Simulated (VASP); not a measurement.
# Os (Fm-3m) in VASP: elastic constants with PBEsol

Aim: the elastic constants of Os with PBEsol.

Program: VASP 6.6.1. These are calculated values, not measurements. Logs are shortened: lines on timing, memory, paths and dates and some standing lists are left out, and cuts for length are marked.

## Step 1: The cell of the first run

It takes space group Fm-3m (No. 225, cubic). The conventional cell has a = 3.890 Å, b = 3.890 Å, c = 3.890 Å, α = 90.00°, β = 90.00°, γ = 90.00°. Os (site symmetry m-3m) has 12 Os at 2.75 Å within 3.6 Å.

This isn't the form of Os at room conditions, which is hcp.

## Step 2: Elastic constants, PBEsol

The input, INCAR:

```
SYSTEM = Os
PREC = Accurate
ENCUT = 600
EDIFF = 1E-8
ISMEAR = 1
SIGMA = 0.05
LREAL = .FALSE.
LASPH = .TRUE.
NELM = 120
ALGO = Normal
ISIF = 3
LWAVE = .FALSE.
LCHARG = .FALSE.
GGA = PS
IBRION = 6
NFREE = 2
POTIM = 0.015
NSW = 1
GGA_COMPAT = .FALSE.
```

The input, KPOINTS:

```
regular mesh
0
G
  8 8 8
  0 0 0
```

The input, POSCAR:

```
Os
1.0
    0.0000000000      1.9450000000      1.9450000000
    1.9450000000      0.0000000000      1.9450000000
    1.9450000000      1.9450000000      0.0000000000
Os
1
Direct
    0.0000000000      0.0000000000      0.0000000000
```

Potentials or basis: VASP PAW PBE potentials, release 64 (Os).

Started as:

```sh
cat potpaw_PBE.64/Os/POTCAR > POTCAR
mpirun -np 1 vasp_std > vasp.out
```

OUTCAR:

```text
SYSTEM = Os
   PREC = Accurate
   ENCUT = 600
   EDIFF = 1E-8
   ISMEAR = 1
   LREAL = .FALSE.
   LASPH = .TRUE.
   NELM = 120
   ISIF = 3
   GGA = PS
   IBRION = 6
   NFREE = 2
   POTIM = 0.015
   NSW = 1

 ion  position               nearest neighbor table
   1  0.000  0.000  0.000-

  LATTYP: Found a face centered cubic cell.
 ALAT       =     3.8900000000

  Lattice vectors:

 A1 = (   0.0000000000,   1.9450000000,   1.9450000000)
 A2 = (   1.9450000000,   0.0000000000,   1.9450000000)
 A3 = (   1.9450000000,   1.9450000000,   0.0000000000)

Analysis of symmetry for initial positions (statically):
=====================================================================
 Subroutine PRICEL returns:
 Original cell was already a primitive cell.

 Routine SETGRP: Setting up the symmetry group for a
 face centered cubic supercell.

 Subroutine GETGRP returns: Found 48 space group operations
 (whereof 48 operations were pure point group operations)
 out of a pool of 48 trial point group operations.

The static configuration has the point symmetry O_h .

Analysis of symmetry for dynamics (positions and initial velocities):
=====================================================================
 Subroutine PRICEL returns:
 Original cell was already a primitive cell.

 Routine SETGRP: Setting up the symmetry group for a
 face centered cubic supercell.

 Subroutine GETGRP returns: Found 48 space group operations
 (whereof 48 operations were pure point group operations)
 out of a pool of 48 trial point group operations.

The dynamic configuration has the point symmetry O_h .

 Subroutine INISYM returns: Found 48 space group operations
 (whereof 48 operations are pure point group operations),
 and found     1 'primitive' translations

----------------------------------------------------------------------------------------

                                     Primitive cell

  volume of cell :      14.7160

  direct lattice vectors                    reciprocal lattice vectors
     0.000000000  1.945000000  1.945000000    -0.257069409  0.257069409  0.257069409
     1.945000000  0.000000000  1.945000000     0.257069409 -0.257069409  0.257069409
     1.945000000  1.945000000  0.000000000     0.257069409  0.257069409 -0.257069409

  length of vectors
     2.750645379  2.750645379  2.750645379     0.445257277  0.445257277  0.445257277

  position of ions in fractional coordinates (direct lattice)
     0.000000000  0.000000000  0.000000000

  ion indices of the primitive-cell ions
   primitive index   ion index
                 1           1

----------------------------------------------------------------------------------------

 KPOINTS: regular mesh

Automatic generation of k-mesh.
 Grid dimensions read from file:
 generate k-points for:    8    8    8

 Generating k-lattice:

  Cartesian coordinates                     Fractional coordinates (reciprocal lattice)
    -0.032133676  0.032133676  0.032133676     0.125000000  0.000000000  0.000000000
     0.032133676 -0.032133676  0.032133676     0.000000000  0.125000000  0.000000000
     0.032133676  0.032133676 -0.032133676     0.000000000  0.000000000  0.125000000

  Length of vectors
     0.055657160  0.055657160  0.055657160

  Shift w.r.t. Gamma in fractional coordinates (k-lattice)
     0.000000000  0.000000000  0.000000000

 Subroutine IBZKPT returns following result:
 ===========================================

 Found     29 irreducible k-points:

 Following reciprocal coordinates:
            Coordinates               Weight
  0.000000  0.000000  0.000000      1.000000
  0.125000  0.000000  0.000000      8.000000
  0.250000  0.000000  0.000000      8.000000
  0.375000  0.000000  0.000000      8.000000
  0.500000  0.000000  0.000000      4.000000
  0.125000  0.125000  0.000000      6.000000
[... 16 lines left out ...]
  0.500000  0.250000  0.125000     48.000000
 -0.375000  0.250000  0.125000     24.000000
 [... further k-points ...]
   k-points           NKPTS =     29   k-points in BZ     NKDIM =     29   number of bands    NBANDS=      8
   number of dos      NEDOS =    301   number of ions     NIONS =      1
[... 19 lines left out ...]
   NSW    =     49    number of steps for IOM
   IBRION =      6    ionic relax: 0-MD 1-quasi-New 2-CG
   NFREE  =      2    steps in history (QN), initial steepest desc. (CG)
   ISIF   =      3    stress and relaxation
   ISYM   =      2    0-nonsym 1-usesym 2-fastsym
   POTIM  = 0.0150    time-step for ionic-motion
   TEBEG  =    0.0;   TEEND  =   0.0 temperature during run
   PSTRESS=    0.0 pullay stress
   NELECT =       8.0000    total number of electrons
   NUPDOWN=      -1.0000    fix difference up-down
   EMIN   =  10.00;   EMAX   =-10.00  energy-range for DOS
   EFERMI =   0.00;   METHOD = LEGACY
   ISMEAR =     1;   SIGMA  =   0.05  broadening in eV -4-tet -1-fermi 0-gaus
   EFERMI_NEDOS =   21; number of points for ismear=-14 and -15
   IALGO  =     38    algorithm
   IMIX   =      4    mixing-type and parameters
     AMIX     =   0.40;   BMIX     =  1.00
     AMIX_MAG =   1.60;   BMIX_MAG =  1.00
  volume/ion in A,a.u.               =      14.72        99.31
  Fermi-wavevector in a.u.,A,eV,Ry     =   1.336109  2.524880 24.288947  1.785187
  Thomas-Fermi vector in A             =   2.464761
   LORBIT       =      0    0 simple, 1 ext, 2 COOP (PROOUT), +10 PAW based schemes
   GGA     = PS    functional components
   LHFCALC =     F    Hartree Fock is set to
   AEXX    =    0.0000 exact exchange contribution
   IVDW    =     0    specifies the selected vdW correction
   LEPSILON=     F    determine dielectric tensor
   LRPA    =     F    only Hartree local field effects (RPA)
 finite differences with symmetry
 non-spin polarized calculation
 Methfessel and Paxton  Order N= 1 SIGMA  =   0.05
  energy-cutoff  :      600.00
  volume of cell :       14.72
 maximum number of plane-waves:       531
 NGX is ok and might be reduce to    24
   NGX = 11   NGY = 11   NGZ = 11

--------------------------------------- Ionic step        1  -------------------------------------------

 number of electron       8.0000000 magnetization

 Free energy of the ion-electron system (eV)
  ---------------------------------------------------
  ext. energy  EPLUGINS =         0.00000000
  ---------------------------------------------------
  free energy    TOTEN  =       -12.06130502 eV

  energy without entropy =      -12.06061267  energy(sigma->0) =      -12.06107424

------------------------ aborting loop because EDIFF is reached ----------------------------------------

  FORCE on cell =-STRESS in cart. coord.  units (eV):
  Direction    XX          YY          ZZ          XY          YZ          ZX
  --------------------------------------------------------------------------------------
  -------------------------------------------------------------------------------------
  Total       -1.8623793     -1.8623793     -1.8623793     -0.0000000     -0.0000000      0.0000000
  in kB     -202.7635590   -202.7635590   -202.7635590     -0.0000000     -0.0000000      0.0000000
  external PRESSURE =    -202.7635590 kB  Pullay stress =       0.0000000 kB
[... 86 lines left out ...]
  FREE ENERGIE OF THE ION-ELECTRON SYSTEM (eV)
  ---------------------------------------------------
  free  energy   TOTEN  =       -12.0843756690 eV

  energy  without entropy=      -12.0832865618  energy(sigma->0) =      -12.08401263

[... ionic steps 4 to 12 ...]

--------------------------------------- Ionic step       13  -------------------------------------------

 number of electron       8.0000000 magnetization

------------------------ aborting loop because EDIFF is reached ----------------------------------------
[... 65 lines left out ...]
--------------------------------------- Ionic step       15  -------------------------------------------

 number of electron       8.0000000 magnetization

 Free energy of the ion-electron system (eV)
  ---------------------------------------------------
  ext. energy  EPLUGINS =         0.00000000
  ---------------------------------------------------
  free energy    TOTEN  =       -12.06130511 eV

  energy without entropy =      -12.06061279  energy(sigma->0) =      -12.06107434

 E-fermi :   8.2331     XC(G=0): -13.8677

 val. band max:        8.2160582427   @ k =  -0.3750   0.3750   0.1250
 cond. band min:       8.2737177870   @ k =  -0.2500   0.2500   0.0000
 fundamental gap:      0.0576595443
 Fermi energy:         8.2330970685

 k-point     1 :       0.0000    0.0000    0.0000
  band No.  band energies     occupation
      1      -1.9805      2.00000
      2       5.6329      2.00000
      3       5.6329      2.00000
      4       5.6329      2.00000
      5       8.4566     -0.00000
      6       8.4566     -0.00000
      7      22.7506      0.00000
      8      28.2318      0.00000
[... 243 lines left out ...]
 k-point    24 :      -0.3750    0.2500    0.1250
  band No.  band energies     occupation
      1       2.6809      2.00000
      2       4.1007      2.00000
      3       5.7542      2.00000
      4       6.9396      2.00000
      5      10.3332      0.00000
      6      14.5323      0.00000
      7      16.0395      0.00000
      8      24.5770      0.00000

 [... further k-points ...]
[... 5 lines left out ...]
  --------------------------------------------------------------------------------------
  -------------------------------------------------------------------------------------
  Total       -1.8624440     -1.8624440     -1.8624440      0.0000000      0.0000000      0.0000000
  in kB     -202.7705991   -202.7705991   -202.7705991      0.0000000      0.0000000      0.0000000
  external PRESSURE =    -202.7705991 kB  Pullay stress =       0.0000000 kB
[... 16 lines left out ...]
  FREE ENERGIE OF THE ION-ELECTRON SYSTEM (eV)
  ---------------------------------------------------
  free  energy   TOTEN  =       -12.0613051108 eV

  energy  without entropy=      -12.0606127898  energy(sigma->0) =      -12.06107434

 INTERNAL STRAIN TENSORS FROM STRAINED CELLS
 ============================================

 INTERNAL STRAIN TENSOR FOR ION    1 for displacements in x,y,z  (eV/Angst):
          X           Y           Z          XY          YZ          ZX
  --------------------------------------------------------------------------------
  x     0.00000     0.00000    -0.00000     0.00000     0.00000     0.00000
  y     0.00000     0.00000     0.00000     0.00000     0.00000     0.00000
  z    -0.00000    -0.00000     0.00000     0.00000    -0.00000     0.00000

 INTERNAL STRAIN TENSORS FROM DISPLACED ATOMS
 ============================================

 INTERNAL STRAIN TENSOR FOR ION    1 for displacements in x,y,z  (eV/Angst):
          X           Y           Z          XY          YZ          ZX
  --------------------------------------------------------------------------------
  x     0.00000     0.00000     0.00000     0.00000     0.00000     0.00000
  y     0.00000     0.00000     0.00000     0.00000     0.00000     0.00000
  z     0.00000     0.00000     0.00000     0.00000     0.00000     0.00000

 Eigenvectors and eigenvalues of the dynamical matrix
 ----------------------------------------------------

   1 f/i=    0.000000 THz     0.000000 2PiTHz    0.000000 cm-1     0.000000 meV
             X         Y         Z           dx          dy          dz
      0.000000  0.000000  0.000000     0.964764   -0.263117    0.000000

   2 f/i=    0.000000 THz     0.000000 2PiTHz    0.000000 cm-1     0.000000 meV
             X         Y         Z           dx          dy          dz
      0.000000  0.000000  0.000000     0.000000    0.000000    1.000000

   3 f/i=    0.000000 THz     0.000000 2PiTHz    0.000000 cm-1     0.000000 meV
             X         Y         Z           dx          dy          dz
      0.000000  0.000000  0.000000    -0.263117   -0.964764    0.000000

--------------------------------------------------------------------------------------------------------

 ELASTIC MODULI CONTR FROM IONIC RELAXATION (kBar)
 Direction    XX          YY          ZZ          XY          YZ          ZX
 --------------------------------------------------------------------------------
 XX           0.0000      0.0000      0.0000      0.0000      0.0000      0.0000
 YY           0.0000      0.0000      0.0000      0.0000      0.0000      0.0000
 ZZ           0.0000      0.0000      0.0000      0.0000      0.0000      0.0000
 XY           0.0000      0.0000      0.0000      0.0000      0.0000      0.0000
 YZ           0.0000      0.0000      0.0000      0.0000      0.0000      0.0000
 ZX           0.0000      0.0000      0.0000      0.0000      0.0000      0.0000
 --------------------------------------------------------------------------------

 TOTAL ELASTIC MODULI (kBar)
 Direction    XX          YY          ZZ          XY          YZ          ZX
 --------------------------------------------------------------------------------
 XX        4266.4912   3142.0285   3142.0285     -0.0000     -0.0000     -0.0000
 YY        3142.0285   4266.4912   3142.0285      0.0000     -0.0000      0.0000
 ZZ        3142.0285   3142.0285   4266.4912      0.0000     -0.0000      0.0000
 XY          -0.0000      0.0000      0.0000   1861.6404      0.0000      0.0000
 YZ          -0.0000     -0.0000     -0.0000      0.0000   1861.6404      0.0000
 ZX          -0.0000      0.0000      0.0000      0.0000      0.0000   1861.6404
 --------------------------------------------------------------------------------
```

Wall time 60 s (1 thread of Intel Xeon 6975P-C (Granite Rapids), shared host); peak memory 0.17 GiB.

What came out:

| Property | Result |
| --- | --- |
| Elastic constants C11, C12, C44 | 427, 314, 186 GPa |
| Voigt bulk modulus | 352 GPa |

Elastic tensor in Voigt notation (GPa, in the Cartesian axes of the cell as first typed):
```
427 314 314   0   0   0
314 427 314   0   0   0
314 314 427   0   0   0
  0   0   0 186   0   0
  0   0   0   0 186   0
  0   0   0   0   0 186
```

Clamped-ion elastic tensor (GPa):
```
427 314 314   0   0   0
314 427 314   0   0   0
314 314 427   0   0   0
  0   0   0 186   0   0
  0   0   0   0 186   0
  0   0   0   0   0 186
```

Caveat: the cell is under stress, which shifts elastic constants; the PAW data sets were made with another functional, which shifts forces and pressure a little; spin-orbit coupling is left out, which moves the levels of the heavy elements.
